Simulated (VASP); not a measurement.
# P (Imma) in VASP: a series of runs

The runs below take P through single point, with PBEsol.

Everything below comes from runs of VASP 6.6.1. Logs are shortened: lines on timing, memory, paths and dates and some standing lists are left out, and cuts for length are marked.

## Step 1: The cell of the first run

The structure is orthorhombic, space group Imma (No. 74). Conventional cell: a = 3.485 Å, b = 5.181 Å, c = 3.829 Å, α = 90.00°, β = 90.00°, γ = 90.00°. P (site symmetry mm2) has 6 P at 2.30 to 2.90 Å within 3.0 Å.

## Step 2: Single point, PBEsol (strain +0.030 along x and y, +0.030 along z)

INCAR reads:

```
SYSTEM = P
  PREC = Accurate
  ENCUT = 520
  EDIFF = 1E-7
  ISMEAR = 0
  SIGMA = 0.15
  LREAL = .False.
  LASPH = .True.
  NELM = 80
  ALGO = Normal
  ISIF = 2
  LWAVE = .False.
  LCHARG = .False.
  GGA = PS
  NBANDS = 12
```

KPOINTS reads:

```
Automatic mesh
0
Gamma
  18 18 18
  0 0 0
```

POSCAR reads:

```
P
1.0
   -1.7422553444      2.5906199884      1.9147124599
    1.7422553444     -2.5906199884      1.9147124599
    1.7422553444      2.5906199884     -1.9147124599
P
2
Direct
    0.8033091100      0.0533091100      0.7500000000
    0.1966908900      0.9466908900      0.2500000000
```

Potentials or basis: VASP PAW PBE potentials, release 64 (P).

On the command line:

```console
cat potpaw_PBE.64/P/POTCAR > POTCAR
mpirun -np 1 vasp_std > vasp.out
```

OUTCAR:

```text
SYSTEM = P
   PREC = Accurate
   ENCUT = 520
   EDIFF = 1E-7
   ISMEAR = 0
   LREAL = .False.
   LASPH = .True.
   NELM = 80
   ISIF = 2
   GGA = PS

 ion  position               nearest neighbor table
   1  0.803  0.053  0.750-   2 2.30   2 2.30   2 2.62   2 2.62   2 2.90   2 2.90
   2  0.197  0.947  0.250-   1 2.30   1 2.30   1 2.62   1 2.62   1 2.90   1 2.90

  LATTYP: Found a body centered orthorhombic cell.
 ALAT       =     3.4845106888
 B/A-ratio  =     1.0989849829
 C/A-ratio  =     1.4869347348

  Lattice vectors:

 A1 = (   1.7422553444,  -2.5906199884,  -1.9147124599)
 A2 = (  -1.7422553444,  -2.5906199884,   1.9147124599)
 A3 = (  -1.7422553444,   2.5906199884,  -1.9147124599)

Analysis of symmetry for initial positions (statically):
=====================================================================
 Subroutine PRICEL returns:
 Original cell was already a primitive cell.

 Routine SETGRP: Setting up the symmetry group for a
 body centered orthorhombic supercell.

 Subroutine GETGRP returns: Found  8 space group operations
 (whereof  4 operations were pure point group operations)
 out of a pool of  8 trial point group operations.

The static configuration has the point symmetry C_2h.
 The point group associated with its full space group is D_2h.

Analysis of symmetry for dynamics (positions and initial velocities):
=====================================================================
 Subroutine PRICEL returns:
 Original cell was already a primitive cell.

 Routine SETGRP: Setting up the symmetry group for a
 body centered orthorhombic supercell.

 Subroutine GETGRP returns: Found  8 space group operations
 (whereof  4 operations were pure point group operations)
 out of a pool of  8 trial point group operations.

The dynamic configuration has the point symmetry C_2h.
 The point group associated with its full space group is D_2h.

 Subroutine INISYM returns: Found  8 space group operations
 (whereof  4 operations are pure point group operations),
 and found     1 'primitive' translations

----------------------------------------------------------------------------------------

                                     Primitive cell

  volume of cell :      34.5684

  direct lattice vectors                    reciprocal lattice vectors
    -1.742255344  2.590619988  1.914712460     0.000000000  0.193003992  0.261135816
     1.742255344 -2.590619988  1.914712460     0.286984340  0.000000000  0.261135816
     1.742255344  2.590619988 -1.914712460     0.286984340  0.193003992  0.000000000

  length of vectors
     3.662361180  3.662361180  3.662361180     0.324719040  0.388010213  0.345847585

  position of ions in fractional coordinates (direct lattice)
     0.803309110  0.053309110  0.750000000
     0.196690890  0.946690890  0.250000000

  ion indices of the primitive-cell ions
   primitive index   ion index
                 1           1
                 2           2

----------------------------------------------------------------------------------------

 KPOINTS: Automatic mesh

Automatic generation of k-mesh.
 Grid dimensions read from file:
 generate k-points for:   18   18   18

 Generating k-lattice:

  Cartesian coordinates                     Fractional coordinates (reciprocal lattice)
     0.000000000  0.010722444  0.014507545     0.055555556  0.000000000  0.000000000
     0.015943574  0.000000000  0.014507545     0.000000000  0.055555556  0.000000000
     0.015943574  0.010722444  0.000000000     0.000000000  0.000000000  0.055555556

  Length of vectors
     0.018039947  0.021556123  0.019213755

  Shift w.r.t. Gamma in fractional coordinates (k-lattice)
     0.000000000  0.000000000  0.000000000

 Subroutine IBZKPT returns following result:
 ===========================================

 Found    865 irreducible k-points:

 Following reciprocal coordinates:
            Coordinates               Weight
  0.000000  0.000000  0.000000      1.000000
  0.055556  0.000000 -0.000000      4.000000
  0.111111  0.000000 -0.000000      4.000000
  0.166667  0.000000 -0.000000      4.000000
  0.222222 -0.000000  0.000000      4.000000
  0.277778  0.000000  0.000000      4.000000
[... 16 lines left out ...]
 -0.333333  0.055556  0.000000      8.000000
 -0.277778  0.055556 -0.000000      8.000000
 [... further k-points ...]
   k-points           NKPTS =    865   k-points in BZ     NKDIM =    865   number of bands    NBANDS=     12
   number of dos      NEDOS =    301   number of ions     NIONS =      2
   total plane-waves  NPLWV =  21952
   dimension x,y,z NGX =    28 NGY =   28 NGZ =   28
   dimension x,y,z NGXF=    56 NGYF=   56 NGZF=   56
   ions per type =               2
   NGX,Y,Z   is equivalent  to a cutoff of  12.71, 12.71, 12.71 a.u.
   NGXF,Y,Z  is equivalent  to a cutoff of  25.42, 25.42, 25.42 a.u.
 SYSTEM =  P
   PREC   = accura    normal or accurate (medium, high low for compatibility)
   ISTART =      0    job   : 0-new  1-cont  2-samecut
   ICHARG =      2    charge: 1-file 2-atom 10-const
   ISPIN  =      1    spin polarized calculation?
   LNONCOLLINEAR =      F non collinear calculations
   LSORBIT =      F    spin-orbit coupling
   LASPH  =      T    aspherical Exc in radial PAW
   ENCUT  =  520.0 eV  38.22 Ry    6.18 a.u.   6.81  6.81  6.81*2*pi/ulx,y,z
   NELM   =     80;   NELMIN=  2; NELMDL= -5     # of ELM steps
   EDIFF  = 0.1E-06   stopping-criterion for ELM
   LREAL  =      F    real-space projection
   EDIFFG = 0.1E-05   stopping-criterion for IOM
   NSW    =      0    number of steps for IOM
   IBRION =     -1    ionic relax: 0-MD 1-quasi-New 2-CG
   NFREE  =      0    steps in history (QN), initial steepest desc. (CG)
   ISIF   =      2    stress and relaxation
   ISYM   =      2    0-nonsym 1-usesym 2-fastsym
   POTIM  = 0.5000    time-step for ionic-motion
   TEBEG  =    0.0;   TEEND  =   0.0 temperature during run
   PSTRESS=    0.0 pullay stress
   NELECT =      10.0000    total number of electrons
   NUPDOWN=      -1.0000    fix difference up-down
   EMIN   =  10.00;   EMAX   =-10.00  energy-range for DOS
   EFERMI =   0.00;   METHOD = LEGACY
   ISMEAR =     0;   SIGMA  =   0.15  broadening in eV -4-tet -1-fermi 0-gaus
   EFERMI_NEDOS =   21; number of points for ismear=-14 and -15
   IALGO  =     38    algorithm
   IMIX   =      4    mixing-type and parameters
     AMIX     =   0.40;   BMIX     =  1.00
     AMIX_MAG =   1.60;   BMIX_MAG =  1.00
  volume/ion in A,a.u.               =      17.28       116.64
  Fermi-wavevector in a.u.,A,eV,Ry     =   1.082717  2.046039 15.949798  1.172277
  Thomas-Fermi vector in A             =   2.218766
   LORBIT       =      0    0 simple, 1 ext, 2 COOP (PROOUT), +10 PAW based schemes
   GGA     = PS    functional components
   LHFCALC =     F    Hartree Fock is set to
   AEXX    =    0.0000 exact exchange contribution
   IVDW    =     0    specifies the selected vdW correction
   LEPSILON=     F    determine dielectric tensor
   LRPA    =     F    only Hartree local field effects (RPA)
 non-spin polarized calculation
 Gauss-broadening in eV      SIGMA  =   0.15
  energy-cutoff  :      520.00
  volume of cell :       34.57
 maximum number of plane-waves:       948
   NGX = 13   NGY = 13   NGZ = 13

 number of electron      10.0000000 magnetization

 Free energy of the ion-electron system (eV)
  ---------------------------------------------------
  ext. energy  EPLUGINS =         0.00000000
  ---------------------------------------------------
  free energy    TOTEN  =       -11.46269273 eV

  energy without entropy =      -11.46064921  energy(sigma->0) =      -11.46167097

 E-fermi :   7.7075     XC(G=0): -10.5896

 val. band max:        7.6703453112   @ k =  -0.1667  -0.2222   0.1667
 cond. band min:       7.7077269188   @ k =   0.4444   0.2778   0.1111
 fundamental gap:      0.0373816075
 Fermi energy:         7.7074951833

 k-point     1 :       0.0000    0.0000    0.0000
  band No.  band energies     occupation
      1      -7.8097      2.00000
      2       4.0396      2.00000
      3       4.8753      2.00000
      4       5.0737      2.00000
      5       5.7322      2.00000
      6       9.2283      0.00000
      7      10.0579      0.00000
      8      11.5634      0.00000
      9      13.1289      0.00000
     10      14.0865      0.00000
     11      14.5818      0.00000
     12      14.7305      0.00000

 k-point     2 :       0.0556    0.0000   -0.0000
  band No.  band energies     occupation
      1      -7.7696      2.00000
      2       3.4778      2.00000
      3       5.0606      2.00000
      4       5.2151      2.00000
      5       5.8231      2.00000
      6       9.2930      0.00000
      7      10.0080      0.00000
      8      11.3902      0.00000
      9      13.2022      0.00000
     10      13.6559      0.00000
     11      14.4294      0.00000
     12      15.4146      0.00000

 k-point     3 :       0.1111    0.0000   -0.0000
  band No.  band energies     occupation
      1      -7.6495      2.00000
      2       2.5568      2.00000
      3       5.0244      2.00000
      4       5.4186      2.00000
      5       6.1615      2.00000
      6       9.4249      0.00000
      7       9.8698      0.00000
      8      10.9665      0.00000
      9      13.2657      0.00000
     10      13.4456      0.00000
     11      14.2342      0.00000
     12      16.3473      0.00000
[... 286 lines left out ...]
 k-point    23 :      -0.3333    0.0556    0.0000
  band No.  band energies     occupation
      1      -6.6654      2.00000
      2      -0.6534      2.00000
      3       4.3745      2.00000
      4       5.9063      2.00000
      5       6.6983      2.00000
      6       8.5011      0.00000
      7       9.0110      0.00000
      8      10.2281      0.00000
      9      14.1938      0.00000
     10      14.3962      0.00000
     11      16.1464      0.00000
     12      19.2076      0.00000

 k-point    24 :      -0.2778    0.0556   -0.0000
  band No.  band energies     occupation
      1      -7.0241      2.00000
      2       0.2664      2.00000
      3       4.4285      2.00000
      4       5.7756      2.00000
      5       6.7908      2.00000
      6       8.7599      0.00000
      7       9.3364      0.00000
      8      10.3833      0.00000
      9      13.5531      0.00000
     10      14.0798      0.00000
     11      15.2698      0.00000
     12      18.0797      0.00000

 [... further k-points ...]

------------------------ aborting loop because EDIFF is reached ----------------------------------------

  FORCE on cell =-STRESS in cart. coord.  units (eV):
  Direction    XX          YY          ZZ          XY          YZ          ZX
  --------------------------------------------------------------------------------------
  -------------------------------------------------------------------------------------
  Total       -1.9584539     -1.7760585     -1.5588790      0.0000000      0.0000000      0.0000000
  in kB      -90.7705277    -82.3168563    -72.2510106      0.0000000      0.0000000      0.0000000
  external PRESSURE =     -81.7794649 kB  Pullay stress =       0.0000000 kB

 VOLUME and BASIS-vectors are now :
 -----------------------------------------------------------------------------
  energy-cutoff  :      520.00
  volume of cell :       34.57
      direct lattice vectors                 reciprocal lattice vectors
    -1.742255344  2.590619988  1.914712460     0.000000000  0.193003992  0.261135816
     1.742255344 -2.590619988  1.914712460     0.286984340  0.000000000  0.261135816
     1.742255344  2.590619988 -1.914712460     0.286984340  0.193003992  0.000000000

 POSITION                                       TOTAL-FORCE (eV/Angst)
 -----------------------------------------------------------------------------------
     -0.00000      3.88593      0.20414         0.000000      0.000000      0.216052
      1.74226     -1.29531      1.71057        -0.000000     -0.000000     -0.216052
 -----------------------------------------------------------------------------------
    total drift:                                0.000000     -0.000000     -0.000000

  FREE ENERGIE OF THE ION-ELECTRON SYSTEM (eV)
  ---------------------------------------------------
  free  energy   TOTEN  =       -11.4626927276 eV

  energy  without entropy=      -11.4606492136  energy(sigma->0) =      -11.46167097
```

Run time: 3 min. Hardware: 1 thread of AMD EPYC 7R13 (Zen 3), shared host; peak memory 0.33 GiB.

Results:

```
Free energy            : -11.4627 eV
Pressure               : -8.2 GPa
Largest force          : 0.216 eV/Å
Band gap on the k mesh : zero (bands 5 and 6 overlap by 0.99 eV)
```

Forces in eV/Å, atoms in the order of the input:
```
P    0.000  0.000  0.216
P    0.000  0.000 -0.216
```

Caveat: the cell differs from its parent crystal (strain +0.030 along x and y, +0.030 along z); the cell stands under tension; the PAW data sets were made with another functional, which shifts forces and pressure a little.

(Continued in part 2 of 3.)
